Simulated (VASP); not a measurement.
Input of a VASP 6.6.1 run:

The input INCAR:

```
SYSTEM = Hf4HS8
  ALGO = Normal
  EDIFF = 1E-6
  ENCUT = 520
  GGA = PE
  ISIF = 2
  ISMEAR = 0
  IVDW = 12
  LASPH = .True.
  LCHARG = .False.
  LREAL = .False.
  LWAVE = .False.
  NBANDS = 56
  NELECT = 90.0
  NELM = 60
  PREC = Accurate
  SIGMA = 0.02
```

Contents of KPOINTS:

```
k-points
0
Gamma
  3 3 3
  0 0 0
```

Contents of POSCAR:

```
Hf4HS8
1.0
    3.6058628313      0.0000000000     -5.7703876582
    3.6058628313      0.0000000000      5.7703876582
   -3.6058628313     -6.2455376290      0.0000000000
Hf S H
4 8 1
Direct
    0.5006999902      0.5026513322      0.0017910388
    1.0081426772      0.0005065625      0.0108101182
    0.4923956114      0.4875394385      0.4955616608
    1.0027237482      0.0090638176      0.4931383306
    0.7940644899      0.5460639941      0.3359521829
    0.2990568826      0.0316569969      0.3356538899
    0.7938425708      0.5388255621      0.8339101146
    0.2913553429      0.0408182758      0.8298084661
    0.7050938186      0.9635833844      0.1635553351
    0.2049310827      0.4581353883      0.1666202434
    0.7074666559      0.9548820956      0.6713063389
    0.2071387021      0.4651536031      0.6670644302
    0.5677088141      0.0466400094      0.7019298034
```

Potentials or basis: VASP PAW PBE potentials, release 64 (Hf_pv, S, H).

Launch:

```console
$ cat potpaw_PBE.64/Hf_pv/POTCAR potpaw_PBE.64/S/POTCAR potpaw_PBE.64/H/POTCAR > POTCAR
$ mpirun -np 1 vasp_std > vasp.out
```

**Question.** Estimate the dispersion energy per atom.

**Answer.** -0.325 eV.

**Question.** What does it give for the largest force?

**Answer.** 0.099 eV/Å.

Forces in eV/Å, atoms in the order of the input:
```
Hf  -0.012 -0.002 -0.005
Hf  -0.005 -0.017  0.002
Hf  -0.017  0.004 -0.014
Hf   0.025  0.012 -0.012
S   -0.010  0.001  0.060
S   -0.008 -0.001  0.066
S   -0.006 -0.004  0.065
S   -0.012 -0.012  0.063
S   -0.006 -0.009 -0.064
S   -0.002 -0.007 -0.055
S   -0.010 -0.006  0.005
S   -0.011 -0.002 -0.061
H    0.074  0.043 -0.049
```

Caveat: the k points lie up to 0.38 Å⁻¹ apart, too coarse for converged energies and pressures of a metal; the cell carries a net charge on a neutralising background, which shifts energy and pressure.
